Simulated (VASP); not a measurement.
Runs of VASP 6.6.1 on Hf. The structure is that of space group P6_3/mmc (No. 194), or close to it. The cells are those of the table. 

```tsv
task	cell	k mesh	cutoff (eV)	gap on the mesh (eV)	pressure (GPa)
relaxation of shape and atoms at fixed volume	relaxed from a = 2.973, b = 2.973, c = 4.741 Å, angles 90.0, 90.0, 120.0°, 2 atoms	18 × 18 × 10	600	none	26.1
single point	a = 3.114, b = 3.114, c = 4.938 Å, angles 90.0, 90.0, 120.0°, 2 atoms	16 × 16 × 10	520	none	(a)
relaxation of shape and atoms at fixed volume	relaxed from a = 3.202, b = 3.202, c = 5.059 Å, angles 90.0, 90.0, 120.0°, 2 atoms	16 × 16 × 10	600	none	-4.5
single point	a = 2.733, b = 2.733, c = 4.542 Å, angles 90.0, 90.0, 120.0°, 2 atoms	18 × 18 × 10	520	none	81.7
single point	a = 2.916, b = 2.916, c = 4.692 Å, angles 90.0, 90.0, 120.0°, 2 atoms	18 × 18 × 10	520	none	36.2
```

Alike in all rows: level PBEsol; potentials or basis VASP PAW PBE potentials, release 64 (Hf_pv); no spin polarisation; smearing gaussian 0.05 eV.

Fill in the values left out.

(a) 4.6.

Caveats: the PAW data sets were made with another functional, which shifts forces and pressure a little; spin-orbit coupling is left out, which moves the levels of the heavy elements.

A k mesh can miss the band edges, and the runs leave out spin-orbit coupling on Hf.

A gap of «none» marks levels without a gap at the run's occupations.
